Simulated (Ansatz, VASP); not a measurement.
CdHg3S4 in VASP and in Ansatz

Contents of INCAR:

```
SYSTEM = CdHg3S4
PREC = Accurate ; ENCUT = 520
EDIFF = 1E-7 ; ISMEAR = 0
SIGMA = 0.1 ; LREAL = .FALSE.
LASPH = .TRUE. ; NELM = 80
ALGO = Normal ; ISIF = 2
LWAVE = .FALSE. ; LCHARG = .FALSE.
GGA = PE ; NBANDS = 46
```

File KPOINTS:

```
Automatic mesh
0
G
  6 6 2
  0 0 0
```

The input POSCAR:

```
CdHg3S4
1.0
    4.1377092100      0.0000000000      0.0000000000
   -2.0688546000      3.5833612900      0.0000000000
    0.0000000000      0.0000000000     13.4579875100
Cd Hg S
1 3 4
Direct
    0.3333333300      0.6666666700      0.0001121800
    0.6666666700      0.3333333300      0.2501121800
    0.6666666700      0.3333333300      0.7501121800
    0.3333333300      0.6666666700      0.5001121800
    0.6666666700      0.3333333300      0.4383878100
    0.6666666700      0.3333333300      0.9383878100
    0.3333333300      0.6666666700      0.1883878100
    0.3333333300      0.6666666700      0.6883878100
```

Input for Ansatz:

```yaml
crystal:
  lattice:
    - [4.13770921, 0.0, 0.0]
    - [-2.0688546, 3.58336129, 0.0]
    - [0.0, 0.0, 13.45798751]
  atoms:
    - { symbol: Cd, position: [0.33333333, 0.66666667, 0.00011218] }
    - { symbol: Hg, position: [0.66666667, 0.33333333, 0.25011218] }
    - { symbol: Hg, position: [0.66666667, 0.33333333, 0.75011218] }
    - { symbol: Hg, position: [0.33333333, 0.66666667, 0.50011218] }
    - { symbol: S, position: [0.66666667, 0.33333333, 0.43838781] }
    - { symbol: S, position: [0.66666667, 0.33333333, 0.93838781] }
    - { symbol: S, position: [0.33333333, 0.66666667, 0.18838781] }
    - { symbol: S, position: [0.33333333, 0.66666667, 0.68838781] }
basis:
  ecutwfc: 420
kpoints:
  mp_grid: { grid: [6, 6, 2] }
hamiltonian:
  xc: pbe
scf:
  occupations: { method: gaussian, width: 0.1 }
  lower_state_search: "off"
output:
  forces: true
  stress: true
  eigenvalues: true
```

Alike in both runs: task single point; functional PBE; k mesh 6 × 6 × 2; occupations gaussian, width 0.1 eV; no spin polarisation.

```csv
,VASP,Ansatz
version,VASP 6.6.1,Ansatz 0.2.0
potentials or method,"VASP PAW PBE potentials, release 64 (Cd, Hg, S), cutoff 520 eV","scalar-relativistic, plane waves, PAW"
valence electrons in the cell,72,104
```

VASP gave:

```
gap on the k mesh at the Fermi level (eV)                     : none
pressure (GPa)                                                : 4.4
traceless stress, the component that is largest in VASP (GPa) : 0.17
rms of the force components (eV/Å)                            : 0.050
```

Problem. What did Ansatz give for the same quantities?

Solution. gap on the k mesh at the Fermi level (eV): none; pressure (GPa): 4.1; traceless stress, the component that is largest in VASP (GPa): 0.16; rms of the force components (eV/Å): 0.049.

Atom by atom the forces differ by 0.001 eV/Å (rms over components). A gap of «none» marks a metal or a gap that the smearing closes. The functional is the same, so the differences come from potentials, cutoffs and numerics. VASP's potentials hold 72 valence electrons a cell and Ansatz's 104, so a difference there can come from the potentials and not from the codes.

Neither program's run includes spin-orbit coupling.
